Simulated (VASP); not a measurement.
Crystal: AlNi3.

```
CELL_PARAMETERS angstrom
3.52305 0.00000 0.00000
0.00000 3.52305 0.00000
0.00000 0.00000 3.52305
ATOMIC_POSITIONS crystal
Ni 0.50000 0.50000 0.00000
Ni 0.50000 0.00000 0.50000
Ni 0.00000 0.50000 0.50000
Al 0.00000 0.00000 0.00000
```

| Item | Value |
| --- | --- |
| Program | VASP 6.6.1 |
| Task | relaxation of cell and atoms |
| Functional | LDA |
| Potentials or basis | VASP PAW LDA potentials, release 64 (Ni, Al) |
| Cutoff | 600 eV |
| k mesh | 8 × 8 × 8 |
| Occupations | fermi-dirac, width 0.05 eV |
| Spin | collinear spin, ferromagnetic start |
| Starting moments | [1.0, 1.0, 1.0, 0.0] μB |

At the start: pressure -7.2 GPa; volume 10.93 Å³/atom.

**Question.** Where does the relaxation end?

**Answer.** Over 3 steps the energy falls by 9.0 meV/atom and the volume is 10.55 Å³/atom (-3.5 %); space group Pm-3m (No. 221, to 0.1 Å) before and after; moment 0.00 μB per cell.

Step by step:
```
step  energy change (eV)  largest force (eV/Å)  pressure (GPa)  volume (Å³)
   1              0.0000                0.0000           -7.22        43.73
   2              0.0033                0.0000            8.69        40.69
   3             -0.0358                0.0000           -0.05        42.20
```

Final structure:
```cif
data_structure
_symmetry_space_group_name_H-M 'P 1'
_symmetry_Int_Tables_number 1
_cell_length_a 3.4814
_cell_length_b 3.4814
_cell_length_c 3.4814
_cell_angle_alpha 90.000
_cell_angle_beta 90.000
_cell_angle_gamma 90.000
_cell_volume 42.20
loop_
_atom_site_label
_atom_site_type_symbol
_atom_site_fract_x
_atom_site_fract_y
_atom_site_fract_z
_atom_site_occupancy
Ni1 Ni 0.50000 0.50000 0.00000 1
Ni2 Ni 0.50000 0.00000 0.50000 1
Ni3 Ni 0.00000 0.50000 0.50000 1
Al1 Al 0.00000 0.00000 0.00000 1
```
